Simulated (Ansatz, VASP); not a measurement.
MoS2 in VASP and in Ansatz

File INCAR:

```
SYSTEM = MoS2
PREC = Accurate
ENCUT = 520
EDIFF = 1E-7
ISMEAR = -1
SIGMA = 0.05
LREAL = .FALSE.
LASPH = .TRUE.
NELM = 80
ALGO = Normal
ISIF = 2
LWAVE = .FALSE.
LCHARG = .FALSE.
GGA = PE
NBANDS = 20
```

KPOINTS

```
Automatic mesh
0
G
  15 15 15
  0 0 0
```

Contents of POSCAR:

```
MoS2
1.0
    1.5855007458      0.9153892824      6.1150000000
   -1.5855007458      0.9153892824      6.1150000000
    0.0000000000     -1.8307785648      6.1150000000
Mo S
1 2
Direct
    0.0000000000      0.0000000000      0.0000000000
    0.7500000000      0.7500000000      0.7500000000
    0.2500000000      0.2500000000      0.2500000000
```

Input for Ansatz:

```yaml
crystal:
  lattice:
    - [1.5855007458, 0.9153892824, 6.115]
    - [-1.5855007458, 0.9153892824, 6.115]
    - [0.0, -1.8307785648, 6.115]
  atoms:
    - { symbol: Mo, position: [0.0, 0.0, 0.0] }
    - { symbol: S, position: [0.75, 0.75, 0.75] }
    - { symbol: S, position: [0.25, 0.25, 0.25] }
kpoints:
  mp_grid: { grid: [15, 15, 15] }
  band_path:
    path:
      - [0.0, 0.0, 0.0]
      - [0.5, 0.5, 0.5]
      - [0.8183941291, 0.1816058709, 0.5]
      - [0.5, -0.1816058709, 0.1816058709]
      - [0.5, 0.0, 0.0]
      - [0.0, 0.0, 0.0]
      - [0.3408029355, -0.3408029355, 0.0]
      - [0.6591970645, 0.0, 0.3408029355]
      - [0.5, 0.0, 0.5]
    npoints: 14
scf:
  occupations: { method: fermi_dirac, width: 0.05 }
hamiltonian:
  xc: pbe
  pseudopotentials: { kind: all_electron, lapw: { basis_error: 0.001 } }
output:
  forces: true
  stress: true
  eigenvalues: true
  populations: true
  dos: { projected: true, de: 0.2, e_range: [-14, 8] }
```

Alike in both runs: task single point; functional PBE; k mesh 15 × 15 × 15; occupations fermi-dirac, width 0.05 eV; no spin polarisation.

|  | VASP | Ansatz |
| --- | --- | --- |
| version | VASP 6.6.1 | Ansatz 0.2.0 |
| potentials or method | VASP PAW PBE potentials, release 64 (Mo_sv, S), cutoff 520 eV | all-electron LAPW, scalar-relativistic |

```tsv
	VASP	Ansatz	Ansatz less VASP
pressure (GPa)	7.9	8.0	+0.15
traceless stress, the component that is largest in VASP (GPa)	2.64	2.63	-0.006
rms of the force components (eV/Å)	0.463	0.469	+0.0053
```

Atom by atom the forces differ by 0.005 eV/Å (rms over components). Ansatz ran all-electron here, and VASP with PAW potentials.
